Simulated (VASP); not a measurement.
Wanted: the native input for a VASP 6.6.1 run.

```
Task                   : single point
Functional             : r2SCAN
Potentials or basis    : VASP PAW PBE potentials, release 64 (Cu)
Cutoff                 : 520 eV
k mesh                 : 20 × 20 × 20
Occupations            : gaussian, width 0.1 eV
Spin                   : no spin polarisation
Dipole correction      : no
Further INCAR settings : ALGO = Normal; EDIFF = 1e-06; NBANDS = 12
```

Crystal: Cu.

```xyz
1
Lattice="0.0000 1.7884 1.7884 1.7884 0.0000 1.7884 1.7884 1.7884 0.0000" Properties=species:S:1:pos:R:3 pbc="T T T"
Cu    0.0000    0.0000    0.0000
```

These files were run (other wordings do the same):

POSCAR

```
Cu
1.0
    0.0000000000      1.7884399137      1.7884399137
    1.7884399137      0.0000000000      1.7884399137
    1.7884399137      1.7884399137      0.0000000000
Cu
1
Direct
    0.0000000000      0.0000000000      0.0000000000
```

INCAR.step1

```
PREC     = Accurate       # precision mode
ENCUT    = 520            # plane-wave cutoff, eV
ISMEAR   = 0              # smearing method
SIGMA    = 0.1            # smearing width, eV
LREAL    = F              # projectors in reciprocal space
LASPH    = T              # aspherical terms in the spheres
NELM     = 100            # most SCF steps
NBANDS   = 12             # bands
GGA      = PE             # functional
ALGO     = Normal         # electronic algorithm
EDIFF    = 1E-4           # SCF threshold, eV
LWAVE    = T              # write WAVECAR
LCHARG   = F              # write CHGCAR
```

INCAR.step2

```
PREC     = Accurate       # precision mode
ENCUT    = 520            # plane-wave cutoff, eV
EDIFF    = 1E-6           # SCF threshold, eV
ISMEAR   = 0              # smearing method
SIGMA    = 0.1            # smearing width, eV
LREAL    = F              # projectors in reciprocal space
LASPH    = T              # aspherical terms in the spheres
NELM     = 100            # most SCF steps
ALGO     = Normal         # electronic algorithm
ISIF     = 2              # what is computed and relaxed
LWAVE    = F              # write WAVECAR
LCHARG   = T              # write CHGCAR
METAGGA  = R2SCAN         # meta-GGA
LMIXTAU  = T            
LELF     = T              # ELF
LVHAR    = T            
NBANDS   = 12             # bands
ISTART   = 1
```

KPOINTS

```
regular mesh
0
Gamma
  20 20 20
```

Potentials or basis: VASP PAW PBE potentials, release 64 (Cu).

Launch:

```console
$ cat potpaw_PBE.64/Cu/POTCAR > POTCAR
$ cp INCAR.step1 INCAR
$ mpirun -np 1 vasp_std > vasp.out
$ cp INCAR.step2 INCAR
$ mpirun -np 1 vasp_std > vasp.out
```

Results of the run:

```yaml
Pressure: 0.5 GPa
```

Caveat: the PAW data sets were made with another functional, which shifts forces and pressure a little.

It took 53 s on 1 thread of Intel(R) Xeon(R) 6975P-C (Granite Rapids) (shared host), peak memory 0.15 GiB.
